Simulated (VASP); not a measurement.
Wanted: the native input for a VASP 6.6.1 run.

| Item | Value |
| --- | --- |
| Task | single point |
| Functional | RPBE |
| Dispersion | D4 |
| Potentials or basis | VASP PAW PBE potentials, release 64 (Ti_sv, C) |
| Cutoff | 520 eV |
| k mesh | 11 × 11 × 11 |
| Occupations | fermi-dirac, width 0.05 eV |
| Spin | no spin polarisation |
| Dipole correction | no |
| Further INCAR settings | ALGO = Normal; EDIFF = 1e-07; NBANDS = 15 |

The structure of TiC lies in POSCAR:

```
TiC
1.0
    0.0000000000      2.1511833799      2.1511833799
    2.1511833799      0.0000000000      2.1511833799
    2.1511833799      2.1511833799      0.0000000000
Ti C
1 1
Direct
    0.0000000000      0.0000000000      0.0000000000
    0.5000000000      0.5000000000      0.5000000000
```

One way to write it, as run:

INCAR

```
SYSTEM = TiC
ALGO = Normal ; EDIFF = 1E-7
ENCUT = 520 ; GGA = RP
ISIF = 2 ; ISMEAR = -1
IVDW = 13 ; LASPH = .True.
LCHARG = .False. ; LREAL = .False.
LWAVE = .False. ; NBANDS = 15
NELM = 100 ; PREC = Accurate
SIGMA = 0.05
```

KPOINTS

```
k-points
0
Gamma
  11 11 11
  0 0 0
```

Potentials or basis: VASP PAW PBE potentials, release 64 (Ti_sv, C).

Launch:

```bash
$ cat potpaw_PBE.64/Ti_sv/POTCAR potpaw_PBE.64/C/POTCAR > POTCAR
$ mpirun -np 1 vasp_std > vasp.out
```

It gave:

The pressure is -0.7 GPa. The band gap on the k mesh is zero (band 8 reaches 10.49 eV, above the bottom of band 9 at 9.36 eV) and the dispersion energy per atom is -0.583 eV.

Caveat: the PAW data sets were made with another functional, which shifts forces and pressure a little; pairwise dispersion overbinds metals, which lowers pressure and volume.

It took 16 s on 1 thread of AMD EPYC 7R13 Processor (Zen 3), with other jobs on the host, peak memory 0.12 GiB.
